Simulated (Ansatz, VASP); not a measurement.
**SnTe: VASP beside Ansatz**

```
CELL_PARAMETERS angstrom
0.00000 3.40902 3.28276
3.40902 0.00000 3.28276
3.40902 3.40902 0.00000
ATOMIC_POSITIONS crystal
Sn 0.00000 0.00000 0.00000
Te 0.50000 0.50000 0.50000
```

Change from the starting cell: strain +0.080 along x and y, +0.040 along z, atoms carried along.

Alike in both runs: task single point; functional PBEsol; k mesh 10 × 10 × 10; occupations gaussian, width 0.03 eV; no spin polarisation.

```csv
,VASP,Ansatz
version,VASP 6.6.1,Ansatz 0.2.0
potentials or method,"VASP PAW PBE potentials, release 64 (Sn_d, Te), cutoff 520 eV","scalar-relativistic, plane waves, PAW"
valence electrons in the cell,20,30
```

|  | VASP | Ansatz | Ansatz less VASP |
| --- | --- | --- | --- |
| gap on the k mesh at the Fermi level (eV) | 0.31 | 0.31 | +0.001 |
| least direct gap on the mesh (eV) | 0.31 | 0.31 | +0.001 |
| pressure (GPa) | -6.0 | -6.0 | +0.02 |
| traceless stress, the component that is largest in VASP (GPa) | 1.38 | 1.37 | -0.008 |

VASP's potentials were made for PBE, not for PBEsol. With one functional, cell and mesh, what is left measures potentials, basis and numerics. VASP's potentials hold 20 valence electrons a cell and Ansatz's 30, so a difference there can come from the potentials and not from the codes.

Spin-orbit coupling is off throughout.
